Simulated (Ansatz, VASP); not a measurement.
**Co: VASP beside Ansatz**

```
Co
1.0
     2.45591    0.00000    0.00000
    -1.22796    2.12688    0.00000
     0.00000    0.00000    3.96804
Co
2
Direct
  0.33333 0.66667 0.25000
  0.66667 0.33333 0.75000
```

Alike in both runs: task single point; functional PBEsol; k mesh 21 × 21 × 10; occupations gaussian, width 0.1 eV; collinear spin.

|  | VASP | Ansatz |
| --- | --- | --- |
| version | VASP 6.6.1 | Ansatz 0.2.0 |
| potentials or method | VASP PAW PBE potentials, release 64 (Co), cutoff 520 eV | scalar-relativistic, plane waves, PAW |
| valence electrons in the cell | 18 | 34 |

VASP gave:

```
gap on the k mesh at the Fermi level (eV)                     : none
pressure (GPa)                                                : -0.9
traceless stress, the component that is largest in VASP (GPa) : -0.10
net moment per atom (μB)                                      : 1.56
size of the moment on the site where the two differ most (μB) : 1.56
```

**Question.** What did Ansatz give for the same quantities?

**Answer.** gap on the k mesh at the Fermi level (eV): none; pressure (GPa): 0.0; traceless stress, the component that is largest in VASP (GPa): 0.00; net moment per atom (μB): 1.56; size of the moment on the site where the two differ most (μB): 1.63.

VASP's potentials were made for PBE, not for PBEsol. Site moments also hang on the region over which each program counts them. A gap of «none» marks a metal or a gap that the smearing closes. With one functional, cell and mesh, what is left measures potentials, basis and numerics. VASP's potentials hold 18 valence electrons a cell and Ansatz's 34, so a difference there can come from the potentials and not from the codes.
